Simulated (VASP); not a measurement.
# WCl2F2 (I4/mmm) in VASP: further runs

The runs below take WCl2F2 through single point, with PBE.

Everything below comes from runs of VASP 6.6.1. Logs are shortened: lines on timing, memory, paths and dates and some standing lists are left out, and cuts for length are marked.

## 1. The cell of the first run

It takes space group I4/mmm (No. 139, tetragonal). Conventional cell: a = 5.356 Å, b = 5.356 Å, c = 6.056 Å, α = 90.00°, β = 90.00°, γ = 90.00°. Within 2.4 Å of W (site symmetry 4/mmm) lie 2 F at 1.83 Å. Cl (site symmetry -4m2) has 4 F at 2.70 Å and 2 Cl at 3.03 Å and 4 W at 3.08 Å within 3.6 Å. F (site symmetry 4mm) has 1 W at 1.83 Å and 1 F at 2.40 Å within 2.5 Å.

The cell was generated, and may not be a known phase.

## 2. Single point, PBE, collinear spin, zero start

INCAR reads:

```
ALGO = Normal
EDIFF = 1E-7
ENCUT = 520
GGA = PE
ISIF = 2
ISMEAR = 0
ISPIN = 2
LASPH = True
LCHARG = False
LMAXMIX = 4
LORBIT = 11
LREAL = False
LWAVE = False
MAGMOM = 0 0 0 0 0
NBANDS = 33
NELM = 150
PREC = Accurate
SIGMA = 0.1
```

KPOINTS reads:

```
k-points
0
Gamma
  6 6 6
```

POSCAR reads:

```
WCl2F2
1.0
   -2.6781236513      2.6781236513      3.0280893985
    2.6781236513     -2.6781236513      3.0280893985
    2.6781236513      2.6781236513     -3.0280893985
W Cl F
1 2 2
Direct
    0.0000000000      0.0000000000      0.0000000000
    0.7500000000      0.2500000000      0.5000000000
    0.2500000000      0.7500000000      0.5000000000
    0.3015857205      0.3015857205      0.0000000000
    0.6984142795      0.6984142795      0.0000000000
```

Potentials or basis: VASP PAW PBE potentials, release 64 (W_sv, Cl, F).

Command:

```bash
cat potpaw_PBE.64/W_sv/POTCAR potpaw_PBE.64/Cl/POTCAR potpaw_PBE.64/F/POTCAR > POTCAR
mpirun -np 1 vasp_std > vasp.out
```

OUTCAR:

```text
EDIFF = 1E-7
   ENCUT = 520
   GGA = PE
   ISIF = 2
   ISMEAR = 0
   ISPIN = 2
   LASPH = True
   LORBIT = 11
   LREAL = False
   NELM = 150
   PREC = Accurate

 ion  position               nearest neighbor table
   1  0.000  0.000  0.000-   4 1.83   5 1.83   2 3.08   3 3.08   2 3.08   3 3.08   2 3.08   3 3.08
                             2 3.08   3 3.08
   2  0.750  0.250  0.500-   1 3.08   1 3.08   1 3.08   1 3.08
   3  0.250  0.750  0.500-   1 3.08   1 3.08   1 3.08   1 3.08
   4  0.302  0.302  0.000-   1 1.83
   5  0.698  0.698  0.000-   1 1.83

  LATTYP: Found a body centered tetragonal cell.
 ALAT       =     5.3562473026
 C/A-ratio  =     1.1306757240

  Lattice vectors:

 A1 = (  -2.6781236513,   2.6781236513,   3.0280893985)
 A2 = (   2.6781236513,  -2.6781236513,   3.0280893985)
 A3 = (   2.6781236513,   2.6781236513,  -3.0280893985)

Analysis of symmetry for initial positions (statically):
=====================================================================
 Subroutine PRICEL returns:
 Original cell was already a primitive cell.

 Routine SETGRP: Setting up the symmetry group for a
 body centered tetragonal supercell.

 Subroutine GETGRP returns: Found 16 space group operations
 (whereof 16 operations were pure point group operations)
 out of a pool of 16 trial point group operations.

The static configuration has the point symmetry D_4h.

Analysis of symmetry for dynamics (positions and initial velocities):
=====================================================================
 Subroutine PRICEL returns:
 Original cell was already a primitive cell.

 Routine SETGRP: Setting up the symmetry group for a
 body centered tetragonal supercell.

 Subroutine GETGRP returns: Found 16 space group operations
 (whereof 16 operations were pure point group operations)
 out of a pool of 16 trial point group operations.

The dynamic configuration has the point symmetry D_4h.

Analysis of structural, dynamic, and magnetic symmetry:
=====================================================================
 Subroutine PRICEL returns:
 Original cell was already a primitive cell.

 Routine SETGRP: Setting up the symmetry group for a
 body centered tetragonal supercell.

 Subroutine GETGRP returns: Found 16 space group operations
 (whereof 16 operations were pure point group operations)
 out of a pool of 16 trial point group operations.

The overall configuration has the point symmetry D_4h.

 Subroutine INISYM returns: Found 16 space group operations
 (whereof 16 operations are pure point group operations),
 and found     1 'primitive' translations

----------------------------------------------------------------------------------------

                                     Primitive cell

  volume of cell :      86.8740

  direct lattice vectors                    reciprocal lattice vectors
    -2.678123651  2.678123651  3.028089399     0.000000000  0.186697877  0.165120620
     2.678123651 -2.678123651  3.028089399     0.186697877  0.000000000  0.165120620
     2.678123651  2.678123651 -3.028089399     0.186697877  0.186697877  0.000000000

  length of vectors
     4.849125487  4.849125487  4.849125487     0.249240680  0.249240680  0.264030670

  position of ions in fractional coordinates (direct lattice)
     0.000000000  0.000000000  0.000000000
     0.750000000  0.250000000  0.500000000
     0.250000000  0.750000000  0.500000000
     0.301585721  0.301585721  0.000000000
     0.698414279  0.698414279  0.000000000

  ion indices of the primitive-cell ions
   primitive index   ion index
                 1           1
                 2           2
                 3           3
                 4           4
                 5           5

----------------------------------------------------------------------------------------

 KPOINTS: k-points

Automatic generation of k-mesh.
 Grid dimensions read from file:
 generate k-points for:    6    6    6

 Generating k-lattice:

  Cartesian coordinates                     Fractional coordinates (reciprocal lattice)
     0.000000000  0.031116313  0.027520103     0.166666667 -0.000000000  0.000000000
     0.031116313  0.000000000  0.027520103    -0.000000000  0.166666667  0.000000000
     0.031116313  0.031116313  0.000000000     0.000000000  0.000000000  0.166666667

  Length of vectors
     0.041540113  0.041540113  0.044005112

  Shift w.r.t. Gamma in fractional coordinates (k-lattice)
     0.000000000  0.000000000  0.000000000

 Subroutine IBZKPT returns following result:
 ===========================================

 Found     30 irreducible k-points:

 Following reciprocal coordinates:
            Coordinates               Weight
  0.000000  0.000000  0.000000      1.000000
  0.166667 -0.000000  0.000000      8.000000
  0.333333 -0.000000  0.000000      8.000000
  0.500000  0.000000 -0.000000      4.000000
  0.166667  0.166667  0.000000      8.000000
  0.333333  0.166667  0.000000     16.000000
[... 16 lines left out ...]
 -0.333333 -0.333333  0.166667      8.000000
 -0.166667 -0.333333  0.166667      8.000000
 [... further k-points ...]
   k-points           NKPTS =     30   k-points in BZ     NKDIM =     30   number of bands    NBANDS=     33
   number of dos      NEDOS =    301   number of ions     NIONS =      5
   total plane-waves  NPLWV =  46656
   dimension x,y,z NGX =    36 NGY =   36 NGZ =   36
   dimension x,y,z NGXF=    72 NGYF=   72 NGZF=   72
   ions per type =               1   2   2
   NGX,Y,Z   is equivalent  to a cutoff of  12.34, 12.34, 12.34 a.u.
   NGXF,Y,Z  is equivalent  to a cutoff of  24.68, 24.68, 24.68 a.u.
 SYSTEM =  unknown system
   PREC   = accura    normal or accurate (medium, high low for compatibility)
   ISTART =      0    job   : 0-new  1-cont  2-samecut
   ICHARG =      2    charge: 1-file 2-atom 10-const
   ISPIN  =      2    spin polarized calculation?
   LNONCOLLINEAR =      F non collinear calculations
   LSORBIT =      F    spin-orbit coupling
   LASPH  =      T    aspherical Exc in radial PAW
   ENCUT  =  520.0 eV  38.22 Ry    6.18 a.u.   9.02  9.02  9.02*2*pi/ulx,y,z
   NELM   =    150;   NELMIN=  2; NELMDL= -5     # of ELM steps
   EDIFF  = 0.1E-06   stopping-criterion for ELM
   LREAL  =      F    real-space projection
   EDIFFG = 0.1E-05   stopping-criterion for IOM
   NSW    =      0    number of steps for IOM
   IBRION =     -1    ionic relax: 0-MD 1-quasi-New 2-CG
   NFREE  =      0    steps in history (QN), initial steepest desc. (CG)
   ISIF   =      2    stress and relaxation
   ISYM   =      2    0-nonsym 1-usesym 2-fastsym
   POTIM  = 0.5000    time-step for ionic-motion
   TEBEG  =    0.0;   TEEND  =   0.0 temperature during run
   PSTRESS=    0.0 pullay stress
   NELECT =      42.0000    total number of electrons
   NUPDOWN=      -1.0000    fix difference up-down
   EMIN   =  10.00;   EMAX   =-10.00  energy-range for DOS
   EFERMI =   0.00;   METHOD = LEGACY
   ISMEAR =     0;   SIGMA  =   0.10  broadening in eV -4-tet -1-fermi 0-gaus
   EFERMI_NEDOS =   21; number of points for ismear=-14 and -15
   IALGO  =     38    algorithm
   IMIX   =      4    mixing-type and parameters
     AMIX     =   0.40;   BMIX     =  1.00
     AMIX_MAG =   1.60;   BMIX_MAG =  1.00
  volume/ion in A,a.u.               =      17.37       117.25
  Fermi-wavevector in a.u.,A,eV,Ry     =   1.284876  2.428064 22.461951  1.650907
  Thomas-Fermi vector in A             =   2.417044
   LORBIT       =     11    0 simple, 1 ext, 2 COOP (PROOUT), +10 PAW based schemes
   GGA     = PE    functional components
   LHFCALC =     F    Hartree Fock is set to
   AEXX    =    0.0000 exact exchange contribution
   IVDW    =     0    specifies the selected vdW correction
   LEPSILON=     F    determine dielectric tensor
   LRPA    =     F    only Hartree local field effects (RPA)
 spin polarized calculation
 Gauss-broadening in eV      SIGMA  =   0.10
  energy-cutoff  :      520.00
  volume of cell :       86.87
 maximum number of plane-waves:      2354
   NGX = 17   NGY = 17   NGZ = 17

 number of electron      42.0000008 magnetization       0.0000003

 number of electron      42.0000008 magnetization      -0.0000000

 Free energy of the ion-electron system (eV)
  ---------------------------------------------------
  ext. energy  EPLUGINS =         0.00000000
  ---------------------------------------------------
  free energy    TOTEN  =       -22.97754477 eV

  energy without entropy =      -22.97607298  energy(sigma->0) =      -22.97680888

 E-fermi :   3.4393     XC(G=0):  -9.8932

 val. band max:        3.4347754887   @ k =   0.5000   0.5000   0.5000
 cond. band min:       3.5047936125   @ k =   0.0000   0.0000   0.0000
 fundamental gap:      0.0700181238
 Fermi energy:         3.4393346841

 spin component 1

 k-point     1 :       0.0000    0.0000    0.0000
  band No.  band energies     occupation
      1     -72.5421      1.00000
      2     -37.4937      1.00000
      3     -36.3066      1.00000
      4     -36.3065      1.00000
      5     -21.5527      1.00000
      6     -20.2892      1.00000
[... 853 lines left out ...]
     32      14.9262      0.00000
     33      15.7193      0.00000

 [... further k-points ...]

 spin component 2

 k-point     1 :       0.0000    0.0000    0.0000
  band No.  band energies     occupation
      1     -72.5421      1.00000
      2     -37.4937      1.00000
      3     -36.3066      1.00000
      4     -36.3065      1.00000
      5     -21.5527      1.00000
      6     -20.2892      1.00000
[... 853 lines left out ...]
     32      14.9262      0.00000
     33      15.7193      0.00000

 [... further k-points ...]

------------------------ aborting loop because EDIFF is reached ----------------------------------------

  FORCE on cell =-STRESS in cart. coord.  units (eV):
  Direction    XX          YY          ZZ          XY          YZ          ZX
  --------------------------------------------------------------------------------------
  -------------------------------------------------------------------------------------
  Total       -0.0490376     -0.0490376      1.7014327      0.0000000      0.0000000      0.0000000
  in kB       -0.9043785     -0.9043785     31.3787336      0.0000000      0.0000000      0.0000000
  external PRESSURE =       9.8566589 kB  Pullay stress =       0.0000000 kB

 VOLUME and BASIS-vectors are now :
 -----------------------------------------------------------------------------
  energy-cutoff  :      520.00
  volume of cell :       86.87
      direct lattice vectors                 reciprocal lattice vectors
    -2.678123651  2.678123651  3.028089399     0.000000000  0.186697877  0.165120620
     2.678123651 -2.678123651  3.028089399     0.186697877  0.000000000  0.165120620
     2.678123651  2.678123651 -3.028089399     0.186697877  0.186697877  0.000000000

 POSITION                                       TOTAL-FORCE (eV/Angst)
 -----------------------------------------------------------------------------------
      0.00000      0.00000      0.00000         0.000000      0.000000      0.000000
      0.00000      2.67812      1.51404         0.000000      0.000000     -0.000000
      2.67812      0.00000      1.51404         0.000000      0.000000     -0.000000
      0.00000      0.00000      1.82646        -0.000000     -0.000000      0.469908
      0.00000      0.00000      4.22972        -0.000000     -0.000000     -0.469908
 -----------------------------------------------------------------------------------
    total drift:                               -0.000000      0.000000     -0.000000

  FREE ENERGIE OF THE ION-ELECTRON SYSTEM (eV)
  ---------------------------------------------------
  free  energy   TOTEN  =       -22.9775447720 eV

  energy  without entropy=      -22.9760729806  energy(sigma->0) =      -22.97680888

 total charge

# of ion       s       p       d       tot
------------------------------------------
    1        2.254   6.225   3.075  11.553
    2        1.618   3.432   0.000   5.051
    3        1.618   3.432   0.000   5.051
    4        1.759   4.335   0.000   6.094
    5        1.759   4.335   0.000   6.094
--------------------------------------------------
tot          9.009  21.759   3.075  33.843

 magnetization (x)

# of ion       s       p       d       tot
------------------------------------------
    1       -0.000  -0.000  -0.000  -0.000
    2        0.000   0.000   0.000   0.000
    3        0.000   0.000   0.000   0.000
    4        0.000  -0.000   0.000   0.000
    5        0.000  -0.000   0.000   0.000
--------------------------------------------------
tot          0.000   0.000  -0.000   0.000
```

Wall time 3.5 min (1 thread of Intel Xeon 8259CL, shared host); peak memory 0.32 GiB.

What came out:

```yaml
Free_energy: -22.9775 eV
Pressure: 1.0 GPa
Largest_force: 0.470 eV/Å
Band_gap_on_the_k_mesh: 0.09 eV (least direct gap 0.28 eV)
Net_moment: 0.00 μB per cell
Valence_electrons_inside_the_program's_atomic_spheres: W 11.55; Cl 5.05; F 6.09
```

Forces on the atoms (eV/Å):
```
W    0.000  0.000  0.000
Cl   0.000  0.000  0.000
Cl   0.000  0.000  0.000
F    0.000  0.000  0.470
F    0.000  0.000 -0.470
```

Stress tensor (GPa, compression positive):
```
-0.09  0.00  0.00
 0.00 -0.09  0.00
 0.00  0.00  3.14
```

Levels at points of the mesh, in eV from the valence-band top:
Spin up:
| k point | band 17 | band 18 | band 19 | band 20 | band 21 | band 22 | band 23 | band 24 | band 25 | band 26 |
| --- | --- | --- | --- | --- | --- | --- | --- | --- | --- | --- |
| (0.00, 0.00, 0.00) | -1.96 | -1.57 | -1.57 | -0.72 | -0.66 | 0.16 | 0.76 | 1.50 | 1.50 | 5.34 |
| (0.50, 0.00, 0.00) | -2.84 | -2.66 | -1.98 | -1.90 | -0.16 | 0.59 | 1.20 | 1.37 | 1.64 | 7.12 |
| (0.50, 0.50, 0.00) | -3.24 | -2.85 | -1.92 | -1.04 | -0.43 | 0.83 | 1.24 | 1.53 | 1.63 | 6.09 |
| (0.50, 0.50, 0.50) | -2.20 | -1.36 | -1.36 | -0.59 | -0.19 | 0.09 | 1.21 | 1.21 | 1.59 | 7.89 |
Spin down:
```
           k point  band 17  band 18  band 19  band 20  band 21  band 22  band 23  band 24  band 25  band 26
(0.00, 0.00, 0.00)    -1.96    -1.57    -1.57    -0.72    -0.66     0.16     0.76     1.50     1.50     5.34
(0.50, 0.00, 0.00)    -2.84    -2.66    -1.98    -1.90    -0.16     0.59     1.20     1.37     1.64     7.12
(0.50, 0.50, 0.00)    -3.24    -2.85    -1.92    -1.04    -0.43     0.83     1.24     1.53     1.63     6.09
(0.50, 0.50, 0.50)    -2.20    -1.36    -1.36    -0.59    -0.19     0.09     1.21     1.21     1.59     7.89
```

Caveat: the smearing spreads over this small gap; spin-orbit coupling is left out, which moves the levels of the heavy elements. A k mesh can miss the band edges.

(Part 1 of 2 ends here.)

The gap in the log of VASP goes by the Fermi energy; the results here count the filled bands.